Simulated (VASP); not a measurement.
# TaN (P-6m2) in VASP: a series of runs

The runs below take TaN through single point, with LDA, LDA+U, PBEsol.

Everything below comes from runs of VASP 6.6.1. Logs are shortened: lines on timing, memory, paths and dates and some standing lists are left out, and cuts for length are marked.

## 1. The cell of the first run

It takes space group P-6m2 (No. 187, hexagonal). The conventional cell has a = 2.938 Å, b = 2.938 Å, c = 2.883 Å, α = 90.00°, β = 90.00°, γ = 120.00°. Within 2.9 Å of Ta (site symmetry -6m2) lie 6 N at 2.23 Å and 2 Ta at 2.88 Å. N (site symmetry -6m2) has 6 Ta at 2.23 Å and 2 N at 2.88 Å within 2.9 Å.

## 2. Single point, LDA

File INCAR:

```
SYSTEM = TaN
PREC = Accurate
ENCUT = 600
EDIFF = 1E-6
ISMEAR = -1
SIGMA = 0.05
LREAL = .FALSE.
LASPH = .TRUE.
NELM = 120
ALGO = Normal
ISIF = 2
LWAVE = .FALSE.
LCHARG = .FALSE.
NBANDS = 16
GGA_COMPAT = .FALSE.
```

File KPOINTS:

```
Automatic mesh
0
G
  10 10 9
  0 0 0
```

File POSCAR:

```
TaN
1.0
    2.9380000000      0.0000000000      0.0000000000
   -1.4690000000      2.5443826363      0.0000000000
    0.0000000000      0.0000000000      2.8830000000
Ta N
1 1
Direct
    0.0000000000      0.0000000000      0.5000000000
    0.6666666667      0.3333333333      0.0000000000
```

Potentials or basis: VASP PAW LDA potentials, release 64 (Ta_sv_GW, N).

Started as:

```bash
$ cat potpaw_LDA.64/Ta_sv_GW/POTCAR potpaw_LDA.64/N/POTCAR > POTCAR
$ mpirun -np 1 vasp_std > vasp.out
```

OUTCAR:

```text
SYSTEM = TaN
   PREC = Accurate
   ENCUT = 600
   EDIFF = 1E-6
   ISMEAR = -1
   LREAL = .FALSE.
   LASPH = .TRUE.
   NELM = 120
   ISIF = 2

 ion  position               nearest neighbor table
   1  0.000  0.000  0.500-   2 2.23   2 2.23   2 2.23   2 2.23   2 2.23   2 2.23
   2  0.667  0.333  0.000-   1 2.23   1 2.23   1 2.23   1 2.23   1 2.23   1 2.23

  LATTYP: Found a hexagonal cell.
 ALAT       =     2.9380000000
 C/A-ratio  =     0.9812797822

  Lattice vectors:

 A1 = (   2.9380000000,   0.0000000000,   0.0000000000)
 A2 = (  -1.4690000000,   2.5443826363,   0.0000000000)
 A3 = (   0.0000000000,   0.0000000000,   2.8830000000)

Analysis of symmetry for initial positions (statically):
=====================================================================
 Subroutine PRICEL returns:
 Original cell was already a primitive cell.

 Routine SETGRP: Setting up the symmetry group for a
 hexagonal supercell.

 Subroutine GETGRP returns: Found 12 space group operations
 (whereof 12 operations were pure point group operations)
 out of a pool of 24 trial point group operations.

The static configuration has the point symmetry D_3h.

Analysis of symmetry for dynamics (positions and initial velocities):
=====================================================================
 Subroutine PRICEL returns:
 Original cell was already a primitive cell.

 Routine SETGRP: Setting up the symmetry group for a
 hexagonal supercell.

 Subroutine GETGRP returns: Found 12 space group operations
 (whereof 12 operations were pure point group operations)
 out of a pool of 24 trial point group operations.

The dynamic configuration has the point symmetry D_3h.

 Subroutine INISYM returns: Found 12 space group operations
 (whereof 12 operations are pure point group operations),
 and found     1 'primitive' translations

----------------------------------------------------------------------------------------

                                     Primitive cell

  volume of cell :      21.5516

  direct lattice vectors                    reciprocal lattice vectors
     2.938000000  0.000000000  0.000000000     0.340367597  0.196511324  0.000000000
    -1.469000000  2.544382636  0.000000000     0.000000000  0.393022648  0.000000000
     0.000000000  0.000000000  2.883000000     0.000000000  0.000000000  0.346860909

  length of vectors
     2.938000000  2.938000000  2.883000000     0.393022648  0.393022648  0.346860909

  position of ions in fractional coordinates (direct lattice)
     0.000000000  0.000000000  0.500000000
     0.666666667  0.333333333  0.000000000

  ion indices of the primitive-cell ions
   primitive index   ion index
                 1           1
                 2           2

----------------------------------------------------------------------------------------

 KPOINTS: Automatic mesh

Automatic generation of k-mesh.
 Grid dimensions read from file:
 generate k-points for:   10   10    9

 Generating k-lattice:

  Cartesian coordinates                     Fractional coordinates (reciprocal lattice)
     0.034036760  0.019651132  0.000000000     0.100000000  0.000000000  0.000000000
     0.000000000  0.039302265  0.000000000     0.000000000  0.100000000  0.000000000
     0.000000000  0.000000000  0.038540101     0.000000000  0.000000000  0.111111111

  Length of vectors
     0.039302265  0.039302265  0.038540101

  Shift w.r.t. Gamma in fractional coordinates (k-lattice)
     0.000000000  0.000000000  0.000000000

 Subroutine IBZKPT returns following result:
 ===========================================

 Found     70 irreducible k-points:

 Following reciprocal coordinates:
            Coordinates               Weight
  0.000000  0.000000  0.000000      1.000000
  0.100000 -0.000000  0.000000      6.000000
  0.200000 -0.000000  0.000000      6.000000
  0.300000  0.000000  0.000000      6.000000
  0.400000 -0.000000  0.000000      6.000000
  0.500000  0.000000  0.000000      3.000000
[... 16 lines left out ...]
  0.300000  0.100000  0.111111     24.000000
  0.400000  0.100000  0.111111     24.000000
 [... further k-points ...]
   k-points           NKPTS =     70   k-points in BZ     NKDIM =     70   number of bands    NBANDS=     16
   number of dos      NEDOS =    301   number of ions     NIONS =      2
   total plane-waves  NPLWV =  13824
   dimension x,y,z NGX =    24 NGY =   24 NGZ =   24
   dimension x,y,z NGXF=    48 NGYF=   48 NGZF=   48
   ions per type =               1   1
   NGX,Y,Z   is equivalent  to a cutoff of  13.58, 13.58, 13.84 a.u.
   NGXF,Y,Z  is equivalent  to a cutoff of  27.16, 27.16, 27.68 a.u.
 SYSTEM =  TaN
   PREC   = accura    normal or accurate (medium, high low for compatibility)
   ISTART =      0    job   : 0-new  1-cont  2-samecut
   ICHARG =      2    charge: 1-file 2-atom 10-const
   ISPIN  =      1    spin polarized calculation?
   LNONCOLLINEAR =      F non collinear calculations
   LSORBIT =      F    spin-orbit coupling
   LASPH  =      T    aspherical Exc in radial PAW
   ENCUT  =  600.0 eV  44.10 Ry    6.64 a.u.   5.87  5.87  5.76*2*pi/ulx,y,z
   NELM   =    120;   NELMIN=  2; NELMDL= -5     # of ELM steps
   EDIFF  = 0.1E-05   stopping-criterion for ELM
   LREAL  =      F    real-space projection
   EDIFFG = 0.1E-04   stopping-criterion for IOM
   NSW    =      0    number of steps for IOM
   IBRION =     -1    ionic relax: 0-MD 1-quasi-New 2-CG
   NFREE  =      0    steps in history (QN), initial steepest desc. (CG)
   ISIF   =      2    stress and relaxation
   ISYM   =      2    0-nonsym 1-usesym 2-fastsym
   POTIM  = 0.5000    time-step for ionic-motion
   TEBEG  =    0.0;   TEEND  =   0.0 temperature during run
   PSTRESS=    0.0 pullay stress
   NELECT =      18.0000    total number of electrons
   NUPDOWN=      -1.0000    fix difference up-down
   EMIN   =  10.00;   EMAX   =-10.00  energy-range for DOS
   EFERMI =   0.00;   METHOD = LEGACY
   ISMEAR =    -1;   SIGMA  =   0.05  broadening in eV -4-tet -1-fermi 0-gaus
   EFERMI_NEDOS =   21; number of points for ismear=-14 and -15
   IALGO  =     38    algorithm
   IMIX   =      4    mixing-type and parameters
     AMIX     =   0.40;   BMIX     =  1.00
     AMIX_MAG =   1.60;   BMIX_MAG =  1.00
  volume/ion in A,a.u.               =      10.78        72.72
  Fermi-wavevector in a.u.,A,eV,Ry     =   1.541722  2.913432 32.339776  2.376906
  Thomas-Fermi vector in A             =   2.647628
   LORBIT       =      0    0 simple, 1 ext, 2 COOP (PROOUT), +10 PAW based schemes
   GGA     = CA    functional components
   LHFCALC =     F    Hartree Fock is set to
   AEXX    =    0.0000 exact exchange contribution
   IVDW    =     0    specifies the selected vdW correction
   LEPSILON=     F    determine dielectric tensor
   LRPA    =     F    only Hartree local field effects (RPA)
 non-spin polarized calculation
  energy-cutoff  :      600.00
  volume of cell :       21.55
 maximum number of plane-waves:       729
 NGX is ok and might be reduce to    24
   NGX = 11   NGY = 11   NGZ = 11

 number of electron      18.0000000 magnetization

 Free energy of the ion-electron system (eV)
  ---------------------------------------------------
  ext. energy  EPLUGINS =         0.00000000
  ---------------------------------------------------
  free energy    TOTEN  =       -27.20858043 eV

  energy without entropy =      -27.20823412  energy(sigma->0) =      -27.20840727

 E-fermi :  12.1633     XC(G=0): -13.9761

 val. band max:       12.0364526202   @ k =   0.0000   0.0000   0.4444
 cond. band min:      12.3217766824   @ k =   0.0000   0.0000   0.3333
 fundamental gap:      0.2853240622
 Fermi energy:        12.1632883109

 k-point     1 :       0.0000    0.0000    0.0000
  band No.  band energies     occupation
      1     -55.9755      2.00000
      2     -22.4922      2.00000
      3     -22.2315      2.00000
      4     -22.2315      2.00000
      5      -5.3858      2.00000
      6       7.5865      2.00000
[... 8 lines left out ...]
     15      25.0859      0.00000
     16      28.2773      0.00000

 k-point     2 :       0.1000   -0.0000    0.0000
  band No.  band energies     occupation
      1     -55.9680      2.00000
      2     -22.4784      2.00000
      3     -22.3399      2.00000
      4     -22.2547      2.00000
      5      -5.1786      2.00000
      6       7.0052      2.00000
[... 8 lines left out ...]
     15      25.0651      0.00000
     16      28.6744      0.00000

 k-point     3 :       0.2000   -0.0000    0.0000
  band No.  band energies     occupation
      1     -55.9485      2.00000
      2     -22.6148      2.00000
      3     -22.4420      2.00000
      4     -22.3150      2.00000
      5      -4.6277      2.00000
      6       5.8962      2.00000
[... 8 lines left out ...]
     15      25.0906      0.00000
     16      29.2965      0.00000

 k-point     4 :       0.3000    0.0000    0.0000
  band No.  band energies     occupation
      1     -55.9243      2.00000
      2     -22.9387      2.00000
      3     -22.3967      2.00000
      4     -22.3883      2.00000
      5      -3.9177      2.00000
      6       4.8573      2.00000
[... 8 lines left out ...]
     15      25.4331      0.00000
     16      29.0225      0.00000
[... 324 lines left out ...]
 k-point    22 :       0.2000    0.1000    0.1111
  band No.  band energies     occupation
      1     -55.9268      2.00000
      2     -22.7894      2.00000
      3     -22.5194      2.00000
      4     -22.3796      2.00000
      5      -4.0257      2.00000
      6       5.4171      2.00000
[... 8 lines left out ...]
     15      24.8961      0.00000
     16      29.1879      0.00000

 k-point    23 :       0.3000    0.1000    0.1111
  band No.  band energies     occupation
      1     -55.9049      2.00000
      2     -23.0529      2.00000
      3     -22.4756      2.00000
      4     -22.4639      2.00000
      5      -3.4355      2.00000
      6       4.5986      2.00000
[... 8 lines left out ...]
     15      25.1603      0.00000
     16      27.7820      0.00000

 k-point    24 :       0.4000    0.1000    0.1111
  band No.  band energies     occupation
      1     -55.8913      2.00000
      2     -23.2109      2.00000
      3     -22.5166      2.00000
      4     -22.4467      2.00000
      5      -3.0533      2.00000
      6       4.1355      2.00000
[... 8 lines left out ...]
     15      23.9287      0.00000
     16      27.7078      0.00000

 [... further k-points ...]
[... 5 lines left out ...]
  --------------------------------------------------------------------------------------
  -------------------------------------------------------------------------------------
  Total       -1.3426855     -1.3426855     -1.5423405      0.0000000      0.0000000      0.0000000
  in kB      -99.8173444    -99.8173444   -114.6600148      0.0000000      0.0000000      0.0000000
  external PRESSURE =    -104.7649012 kB  Pullay stress =       0.0000000 kB

 VOLUME and BASIS-vectors are now :
 -----------------------------------------------------------------------------
  energy-cutoff  :      600.00
  volume of cell :       21.55
      direct lattice vectors                 reciprocal lattice vectors
     2.938000000  0.000000000  0.000000000     0.340367597  0.196511324  0.000000000
    -1.469000000  2.544382636  0.000000000     0.000000000  0.393022648  0.000000000
     0.000000000  0.000000000  2.883000000     0.000000000  0.000000000  0.346860909

 POSITION                                       TOTAL-FORCE (eV/Angst)
 -----------------------------------------------------------------------------------
      0.00000      0.00000      1.44150        -0.000000      0.000000      0.000000
      1.46900      0.84813      0.00000         0.000000      0.000000      0.000000
 -----------------------------------------------------------------------------------
    total drift:                               -0.000000      0.000000      0.000000

  FREE ENERGIE OF THE ION-ELECTRON SYSTEM (eV)
  ---------------------------------------------------
  free  energy   TOTEN  =       -27.2085804310 eV

  energy  without entropy=      -27.2082341154  energy(sigma->0) =      -27.20840727
```

Wall time 9.9 s (1 thread of Intel Xeon Platinum 8559C (Emerald Rapids), shared host); peak memory 0.15 GiB.

What came out:

```
Free energy            : -27.2086 eV
Pressure               : -10.5 GPa
Band gap on the k mesh : zero (band 9 reaches 12.32 eV, above the bottom of band 10 at 12.04 eV)
```

Stress tensor (GPa, compression positive):
```
 -9.98   0.00   0.00
  0.00  -9.98   0.00
  0.00   0.00 -11.47
```

Caveat: spin-orbit coupling is left out, which moves the levels of the heavy elements.

(Part 1 of 2 ends here.)
